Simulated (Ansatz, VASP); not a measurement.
# Pt: VASP beside Ansatz

INCAR

```
PREC = Accurate
ENCUT = 520
EDIFF = 1E-6
ISMEAR = -1
SIGMA = 0.1
LREAL = F
LASPH = T
NELM = 80
ALGO = Normal
ISIF = 2
LWAVE = F
LCHARG = T
GGA = PS
LELF = T
LVHAR = T
NBANDS = 11
```

File KPOINTS:

```
regular mesh
0
Gamma
  23 23 23
```

POSCAR

```
Pt
1.0
    0.0000000000      2.0106328091      2.0106328091
    2.0106328091      0.0000000000      2.0106328091
    2.0106328091      2.0106328091      0.0000000000
Pt
1
Direct
    0.0000000000      0.0000000000      0.0000000000
```

Input for Ansatz:

```yaml
crystal:
  lattice:
    - [0.0, 2.0106328094, 2.0106328094]
    - [2.0106328094, 0.0, 2.0106328094]
    - [2.0106328094, 2.0106328094, 0.0]
  atoms:
    - { symbol: Pt, position: [0.0, 0.0, 0.0] }
hamiltonian:
  xc: pbesol
  pseudopotentials:
    kind: paw
    azcp:
      Pt: "pseudopotentials/Pt.paw.azcp"
basis:
  ecutwfc: 420
  fft_grid_basis: typed
kpoints:
  mp_grid: { grid: [23, 23, 23], shift: [0, 0, 0] }
magnetization:
  spin_polarized: false
scf:
  occupations: { method: fermi_dirac, width: 0.1 }
output:
  stress: true
```

Alike in both runs: task single point; functional PBEsol; k mesh 23 × 23 × 23; occupations fermi-dirac, width 0.1 eV; no spin polarisation.

|  | VASP | Ansatz |
| --- | --- | --- |
| version | VASP 6.6.1 | Ansatz 0.2.0 |
| potentials or method | VASP PAW PBE potentials, release 64 (Pt), cutoff 520 eV | plane waves (420 eV) with PAW, scalar-relativistic |
| valence electrons in the cell | 10 | 18 |

```csv
,VASP,Ansatz,Ansatz less VASP
pressure (GPa),-18.1,-17.8,+0.37
```

VASP's potentials were made for PBE, not for PBEsol, and Ansatz warns of the same on its side. VASP's potentials hold 10 valence electrons a cell and Ansatz's 18, so a difference there can come from the potentials and not from the codes.

Spin-orbit coupling is off throughout.
